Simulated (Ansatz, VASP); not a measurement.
**Two plane-wave programs on GeN2**

```
Ge N
1.0
     7.53225   -0.11608    0.00000
    -1.84530    2.30097    0.00000
     0.00000    0.00000   28.00193
Ge N
2 4
Cartesian
  0.0000 0.0000 8.4999
  3.7661 -0.0580 8.5001
  1.8913 0.4148 7.8106
  5.6573 0.3567 7.8106
  0.0296 1.8282 9.1893
  3.7957 1.7702 9.1894
```

Change from the starting cell: cell x2, atoms moved at random (sigma 0.15 Å) and cell strained at random (1.5 %), then relaxed without symmetry.

Alike in both runs: functional PBE; k mesh 2 × 6 × 1; occupations gaussian, width 0.1 eV; no spin polarisation.

Ansatz relaxed the structure, and its values are those at the end. VASP's run is a single point on that final structure, the one shown.

```csv
,VASP,Ansatz
version,VASP 6.6.1,Ansatz 0.2.0
potentials or method,"VASP PAW PBE potentials, release 64 (Ge_d, N), cutoff 520 eV","scalar-relativistic, plane waves, PAW"
valence electrons in the cell,48,48
```

VASP gave:

| Item | Value |
| --- | --- |
| gap on the k mesh at the Fermi level (eV) | 1.77 |
| least direct gap on the mesh (eV) | 1.77 |
| rms of the force components (eV/Å) | 0.023 |

Problem. Estimate Ansatz's values.

Solution. gap on the k mesh at the Fermi level (eV): 1.77; least direct gap on the mesh (eV): 1.77; rms of the force components (eV/Å): 0.008.

The k mesh is coarse, so the values compare programs but aren't converged.
